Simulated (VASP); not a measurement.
# NaI (I4/mmm) in VASP: notebook, part 2 of 2

VASP 6.6.1. The steps go on from the part before.

## Step 4: Single point, LDA

This run uses another cell than the first one, of the same volume but with other edges.

INCAR

```
ALGO = Normal
EDIFF = 1E-7
ENCUT = 520
ISIF = 2
ISMEAR = 0
LASPH = T
LCHARG = T
LELF = T
LREAL = F
LVHAR = T
LWAVE = F
NBANDS = 14
NELM = 60
PREC = Accurate
SIGMA = 0.05
```

KPOINTS

```
k-points
0
Gamma
  8 8 8
```

POSCAR

```
NaI
1.0
    0.0000000000      3.4165613001      2.9040771051
    3.4165613001      0.0000000000      2.9040771051
    3.4165613001      3.4165613001      0.0000000000
Na I
1 1
Direct
    0.0000000000      0.0000000000      0.0000000000
    0.5000000000      0.5000000000      0.5000000000
```

Potentials or basis: VASP PAW LDA potentials, release 64 (Na_pv, I).

On the command line:

```sh
cat potpaw_LDA.64/Na_pv/POTCAR potpaw_LDA.64/I/POTCAR > POTCAR
mpirun -np 1 vasp_std > vasp.out
```

OUTCAR:

```text
EDIFF = 1E-7
   ENCUT = 520
   ISIF = 2
   ISMEAR = 0
   LASPH = T
   LREAL = F
   NELM = 60
   PREC = Accurate

 ion  position               nearest neighbor table
   1  0.000  0.000  0.000-   2 2.90   2 2.90
   2  0.500  0.500  0.500-   1 2.90   1 2.90

  LATTYP: Found a body centered tetragonal cell.
 ALAT       =     4.8317473273
 C/A-ratio  =     1.2020815280

  Lattice vectors:

 A1 = (   0.0000000000,  -3.4165613001,  -2.9040771051)
 A2 = (   0.0000000000,   3.4165613001,  -2.9040771051)
 A3 = (   3.4165613001,   0.0000000000,   2.9040771051)

Analysis of symmetry for initial positions (statically):
=====================================================================
 Subroutine PRICEL returns:
 Original cell was already a primitive cell.

 Routine SETGRP: Setting up the symmetry group for a
 body centered tetragonal supercell.

 Subroutine GETGRP returns: Found 16 space group operations
 (whereof 16 operations were pure point group operations)
 out of a pool of 16 trial point group operations.

The static configuration has the point symmetry D_4h.
[... 174 lines left out ...]
      4     -10.5056      2.00000
      5       0.4019      2.00000
      6       0.6801      2.00000
      7       0.6801      2.00000
      8       3.9969      0.00000
      9       8.1929      0.00000
     10       8.1929      0.00000
     11       9.2124      0.00000
     12       9.3864      0.00000
     13      10.8968      0.00000
     14      10.9618      0.00000
[... 377 lines left out ...]
      1     -21.7535      2.00000
      2     -21.7451      2.00000
      3     -21.7441      2.00000
      4     -10.2561      2.00000
      5      -1.1481      2.00000
      6       0.1327      2.00000
      7       0.3148      2.00000
      8       5.8382      0.00000
      9       7.2952      0.00000
     10       7.9209      0.00000
     11       9.0106      0.00000
     12      10.6720      0.00000
     13      11.4259      0.00000
     14      11.9476      0.00000

 [... further k-points ...]

------------------------ aborting loop because EDIFF is reached ----------------------------------------

  FORCE on cell =-STRESS in cart. coord.  units (eV):
  Direction    XX          YY          ZZ          XY          YZ          ZX
  --------------------------------------------------------------------------------------
  -------------------------------------------------------------------------------------
  Total       -0.8980494     -0.8980494      1.1865490      0.0000000      0.0000000     -0.0000000
  in kB      -21.2223883    -21.2223883     28.0401076      0.0000000      0.0000000     -0.0000000
  external PRESSURE =      -4.8015563 kB  Pullay stress =       0.0000000 kB

 VOLUME and BASIS-vectors are now :
 -----------------------------------------------------------------------------
  energy-cutoff  :      520.00
  volume of cell :       67.80
      direct lattice vectors                 reciprocal lattice vectors
     0.000000000  3.416561300  2.904077105    -0.146345977  0.146345977  0.172171737
     3.416561300  0.000000000  2.904077105     0.146345977 -0.146345977  0.172171737
     3.416561300  3.416561300  0.000000000     0.146345977  0.146345977 -0.172171737

 POSITION                                       TOTAL-FORCE (eV/Angst)
 -----------------------------------------------------------------------------------
      0.00000      0.00000      0.00000         0.000000     -0.000000     -0.000000
      3.41656      3.41656      2.90408        -0.000000      0.000000      0.000000
 -----------------------------------------------------------------------------------
    total drift:                                0.000000      0.000000      0.000000

  FREE ENERGIE OF THE ION-ELECTRON SYSTEM (eV)
  ---------------------------------------------------
  free  energy   TOTEN  =        -5.8855263697 eV

  energy  without entropy=       -5.8855263697  energy(sigma->0) =       -5.88552637
```

OSZICAR:

```text
N       E                     dE             d eps       ncg     rms          rms(c)
DAV:   1     0.805998733318E+02    0.80600E+02   -0.65617E+03  1652   0.876E+02
DAV:   2     0.301557900197E+00   -0.80298E+02   -0.74854E+02  1754   0.213E+02
DAV:   3    -0.582637806630E+01   -0.61279E+01   -0.60902E+01  2084   0.583E+01
DAV:   4    -0.597060089900E+01   -0.14422E+00   -0.14419E+00  2150   0.917E+00
DAV:   5    -0.597332904984E+01   -0.27282E-02   -0.27281E-02  2238   0.117E+00    0.168E+00
DAV:   6    -0.590234889153E+01    0.70980E-01   -0.69086E-02  2000   0.165E+00    0.110E+00
DAV:   7    -0.588588869500E+01    0.16460E-01   -0.50939E-02  2082   0.121E+00    0.519E-01
DAV:   8    -0.588559304952E+01    0.29565E-03   -0.32731E-03  1898   0.478E-01    0.106E-01
DAV:   9    -0.588552674288E+01    0.66307E-04   -0.17178E-04  2126   0.125E-01    0.352E-02
DAV:  10    -0.588552637444E+01    0.36844E-06   -0.23127E-05  2252   0.493E-02    0.466E-03
DAV:  11    -0.588552634262E+01    0.31829E-07   -0.12285E-06  2182   0.127E-02    0.339E-03
DAV:  12    -0.588552636972E+01   -0.27107E-07   -0.85959E-08  1444   0.246E-03
   1 F= -.58855264E+01 E0= -.58855264E+01  d E =-.213151E-13
```

stdout:

```text
POSCAR found type information on POSCAR NaI
 POSCAR found :  2 types and       2 ions
 scaLAPACK will be used
 LDA part: xc-table for (Slater(with rela. corr.)+CA(PZ))
 , standard interpolation
 POSCAR, INCAR and KPOINTS ok, starting setup
 FFT: planning ... GRIDC
 FFT: planning ... GRID_SOFT
 FFT: planning ... GRID
 WAVECAR not read
 entering main loop
```

It took 79 s on 1 thread of Intel Xeon 8259CL, shared host; peak memory 0.2 GiB.

What came out:

```yaml
Free_energy: -5.8855 eV
Pressure: -0.5 GPa
Band_gap_on_the_k_mesh: 3.32 eV
```

Stress tensor (GPa, compression positive):
```
-2.12  0.00  0.00
 0.00 -2.12  0.00
 0.00  0.00  2.80
```

Caveat: spin-orbit coupling is left out, which moves the levels of the heavy elements.

## Step 5: Single point, LDA

This run uses another cell than the first one, of the same volume but with other edges.

INCAR

```
  PREC = Accurate
  ENCUT = 520
  EDIFF = 1E-7
  ISMEAR = 0
  SIGMA = 0.05
  LREAL = False
  LASPH = True
  NELM = 60
  ALGO = Normal
  ISIF = 2
  LWAVE = False
  LCHARG = False
  GGA = CA
  NBANDS = 14
```

KPOINTS

```
Automatic mesh
0
Gamma
  8 8 8
```

POSCAR

```
NaI
1.0
    0.0000000000      3.0455690039      3.6546828046
    3.0455690039      0.0000000000      3.6546828046
    3.0455690039      3.0455690039      0.0000000000
Na I
1 1
Direct
    0.0000000000      0.0000000000      0.0000000000
    0.5000000000      0.5000000000      0.5000000000
```

Potentials or basis: VASP PAW LDA potentials, release 64 (Na_pv, I).

On the command line:

```sh
cat potpaw_LDA.64/Na_pv/POTCAR potpaw_LDA.64/I/POTCAR > POTCAR
mpirun -np 1 vasp_std > vasp.out
```

OUTCAR:

```text
PREC = Accurate
   ENCUT = 520
   EDIFF = 1E-7
   ISMEAR = 0
   LREAL = False
   LASPH = True
   NELM = 60
   ISIF = 2
   GGA = CA

 ion  position               nearest neighbor table
   1  0.000  0.000  0.000-   2 3.05   2 3.05   2 3.05   2 3.05
   2  0.500  0.500  0.500-   1 3.05   1 3.05   1 3.05   1 3.05

  LATTYP: Found a body centered tetragonal cell.
 ALAT       =     4.3070849905
 C/A-ratio  =     1.6970562748

  Lattice vectors:

 A1 = (  -3.0455690039,   0.0000000000,   3.6546828046)
 A2 = (   3.0455690039,   0.0000000000,   3.6546828046)
 A3 = (   0.0000000000,   3.0455690039,  -3.6546828046)

Analysis of symmetry for initial positions (statically):
=====================================================================
 Subroutine PRICEL returns:
 Original cell was already a primitive cell.

 Routine SETGRP: Setting up the symmetry group for a
 body centered tetragonal supercell.

 Subroutine GETGRP returns: Found 16 space group operations
 (whereof 16 operations were pure point group operations)
 out of a pool of 16 trial point group operations.

The static configuration has the point symmetry D_4h.

Analysis of symmetry for dynamics (positions and initial velocities):
=====================================================================
 Subroutine PRICEL returns:
 Original cell was already a primitive cell.

 Routine SETGRP: Setting up the symmetry group for a
 body centered tetragonal supercell.

 Subroutine GETGRP returns: Found 16 space group operations
 (whereof 16 operations were pure point group operations)
 out of a pool of 16 trial point group operations.

The dynamic configuration has the point symmetry D_4h.

 Subroutine INISYM returns: Found 16 space group operations
 (whereof 16 operations are pure point group operations),
 and found     1 'primitive' translations

----------------------------------------------------------------------------------------

                                     Primitive cell

  volume of cell :      67.7980

[... 119 lines left out ...]
 non-spin polarized calculation
 Gauss-broadening in eV      SIGMA  =   0.05
  energy-cutoff  :      520.00
  volume of cell :       67.80
 maximum number of plane-waves:      1844
   NGX = 17   NGY = 17   NGZ = 17

 number of electron      14.0000005 magnetization

 Free energy of the ion-electron system (eV)
  ---------------------------------------------------
  ext. energy  EPLUGINS =         0.00000000
  ---------------------------------------------------
  free energy    TOTEN  =        -5.90349409 eV

  energy without entropy =       -5.90349409  energy(sigma->0) =       -5.90349409

 E-fermi :   0.8463     XC(G=0):  -8.0624

 val. band max:        0.6010630863   @ k =   0.0000   0.0000   0.0000
 cond. band min:       4.0111997337   @ k =   0.0000   0.0000   0.0000
 fundamental gap:      3.4101366474
 Fermi energy:         0.8463107811

 k-point     1 :       0.0000    0.0000    0.0000
  band No.  band energies     occupation
      1     -21.7384      2.00000
      2     -21.7299      2.00000
      3     -21.7299      2.00000
      4     -10.5210      2.00000
      5       0.5605      2.00000
      6       0.5605      2.00000
      7       0.6011      2.00000
      8       4.0112      0.00000
      9       7.7401      0.00000
     10       8.9510      0.00000
     11       8.9510      0.00000
     12       9.1314      0.00000
     13      10.3779      0.00000
     14      10.9845      0.00000
[... 377 lines left out ...]
      1     -21.7393      2.00000
      2     -21.7359      2.00000
      3     -21.7300      2.00000
      4     -10.2292      2.00000
      5      -1.3123      2.00000
      6       0.1835      2.00000
      7       0.2527      2.00000
      8       5.7977      0.00000
      9       7.5877      0.00000
     10       8.0344      0.00000
     11       8.4804      0.00000
     12      10.5064      0.00000
     13      11.7563      0.00000
     14      12.0372      0.00000

 [... further k-points ...]

------------------------ aborting loop because EDIFF is reached ----------------------------------------

  FORCE on cell =-STRESS in cart. coord.  units (eV):
  Direction    XX          YY          ZZ          XY          YZ          ZX
  --------------------------------------------------------------------------------------
  -------------------------------------------------------------------------------------
  Total        0.2299417      0.2299417     -1.0319570      0.0000000     -0.0000000     -0.0000000
  in kB        5.4339016      5.4339016    -24.3868437      0.0000000     -0.0000000     -0.0000000
  external PRESSURE =      -4.5063469 kB  Pullay stress =       0.0000000 kB

 VOLUME and BASIS-vectors are now :
 -----------------------------------------------------------------------------
  energy-cutoff  :      520.00
  volume of cell :       67.80
      direct lattice vectors                 reciprocal lattice vectors
     0.000000000  3.045569004  3.654682805    -0.164172934  0.164172934  0.136810779
     3.045569004  0.000000000  3.654682805     0.164172934 -0.164172934  0.136810779
     3.045569004  3.045569004  0.000000000     0.164172934  0.164172934 -0.136810779

 POSITION                                       TOTAL-FORCE (eV/Angst)
 -----------------------------------------------------------------------------------
      0.00000      0.00000      0.00000         0.000000     -0.000000      0.000000
      3.04557      3.04557      3.65468        -0.000000      0.000000     -0.000000
 -----------------------------------------------------------------------------------
    total drift:                                0.000000      0.000000      0.000000

  FREE ENERGIE OF THE ION-ELECTRON SYSTEM (eV)
  ---------------------------------------------------
  free  energy   TOTEN  =        -5.9034940863 eV

  energy  without entropy=       -5.9034940863  energy(sigma->0) =       -5.90349409
```

stdout:

```text
POSCAR found type information on POSCAR NaI
 POSCAR found :  2 types and       2 ions
 scaLAPACK will be used
 LDA part: xc-table for (Slater(with rela. corr.)+CA(PZ))
 , standard interpolation
 POSCAR, INCAR and KPOINTS ok, starting setup
 FFT: planning ... GRIDC
 FFT: planning ... GRID_SOFT
 FFT: planning ... GRID
 WAVECAR not read
 entering main loop
```

Run time: 66 s. Hardware: 1 thread of Intel Xeon 8259CL, shared host; peak memory 0.2 GiB.

Results:

```yaml
Free_energy: -5.9035 eV
Pressure: -0.5 GPa
Band_gap_on_the_k_mesh: 3.41 eV
```

Levels at points of the mesh, in eV from the valence-band top:
| k point | band 5 | band 6 | band 7 | band 8 | band 9 | band 10 |
| --- | --- | --- | --- | --- | --- | --- |
| (0.00, 0.00, 0.00) | -0.04 | -0.04 | 0.00 | 3.41 | 7.14 | 8.35 |
| (0.50, 0.00, 0.00) | -2.31 | -0.48 | -0.12 | 4.81 | 6.93 | 8.05 |
| (0.50, 0.50, 0.00) | -1.94 | -0.47 | -0.47 | 4.61 | 5.70 | 8.71 |
| (0.50, 0.00, 0.50) | -1.97 | -1.27 | -0.53 | 4.34 | 5.36 | 9.55 |

Caveat: spin-orbit coupling is left out, which moves the levels of the heavy elements.

## Step 6: Single point, LDA

This run uses another cell than the first one, of the same volume but with other edges.

INCAR

```
PREC     = Accurate       # precision mode
ENCUT    = 520            # plane-wave cutoff, eV
EDIFF    = 1E-6           # SCF threshold, eV
ISMEAR   = 0              # smearing method
SIGMA    = 0.05           # smearing width, eV
LREAL    = F              # projectors in reciprocal space
LASPH    = T              # aspherical terms in the spheres
NELM     = 100            # most SCF steps
ALGO     = Normal         # electronic algorithm
ISIF     = 2              # what is computed and relaxed
LWAVE    = F              # write WAVECAR
LCHARG   = F              # write CHGCAR
NBANDS   = 14             # bands
```

KPOINTS is that of step 5.

POSCAR

```
NaI
1.0
    0.0000000000      3.5158525921      2.7423650218
    3.5158525921      0.0000000000      2.7423650218
    3.5158525921      3.5158525921      0.0000000000
Na I
1 1
Direct
    0.0000000000      0.0000000000      0.0000000000
    0.5000000000      0.5000000000      0.5000000000
```

Potentials or basis: VASP PAW LDA potentials, release 64 (Na_pv, I).

On the command line:

```sh
cat potpaw_LDA.64/Na_pv/POTCAR potpaw_LDA.64/I/POTCAR > POTCAR
mpirun -np 1 vasp_std > vasp.out
```

It took 69 s on 1 thread of Intel Xeon 8259CL, shared host; peak memory 0.21 GiB.

The run converged. Its results:

* Free energy: -5.7090 eV
* Pressure: 1.3 GPa
* Band gap on the k mesh: 3.34 eV

Stress tensor (GPa, compression positive):
```
-2.06  0.00  0.00
 0.00 -2.06  0.00
 0.00  0.00  7.98
```

Levels at points of the mesh, in eV from the valence-band top:
```
           k point  band 5  band 6  band 7  band 8  band 9  band 10
(0.00, 0.00, 0.00)   -0.41    0.00    0.00    3.34    7.50     7.50
(0.50, 0.00, 0.00)   -2.40   -0.59   -0.34    4.68    6.38     8.48
(0.50, 0.50, 0.00)   -1.87   -1.24   -1.24    4.45    4.89    10.44
(0.50, 0.00, 0.50)   -2.10   -1.06   -0.23    4.54    5.78     8.83
```

Caveat: spin-orbit coupling is left out, which moves the levels of the heavy elements.

## Step 7: The runs side by side

```tsv
cell	gap on the mesh (eV)	pressure (GPa)
a = 4.449, b = 4.449, c = 5.138 Å, angles 54.7, 54.7, 70.5°, 2 atoms	3.39	4.6
a = 4.994, b = 4.994, c = 4.078 Å, angles 65.9, 65.9, 48.2°, 2 atoms	3.44	2.5
a = 4.484, b = 4.484, c = 4.832 Å, angles 57.4, 57.4, 65.2°, 2 atoms	3.32	-0.5
a = 4.757, b = 4.757, c = 4.307 Å, angles 63.1, 63.1, 53.8°, 2 atoms	3.41	-0.5
a = 4.459, b = 4.459, c = 4.972 Å, angles 56.1, 56.1, 67.8°, 2 atoms	3.34	1.3
```

Alike in all rows: task single point; level LDA; potentials or basis VASP PAW LDA potentials, release 64 (Na_pv, I); no spin polarisation; k mesh 8 × 8 × 8; cutoff (eV) 520; smearing gaussian 0.05 eV.

Caveats: spin-orbit coupling is left out, which moves the levels of the heavy elements; the cell stands under pressure (at least some runs).

Total energies depend on the potentials used, so only differences within one code and one set of settings carry meaning.
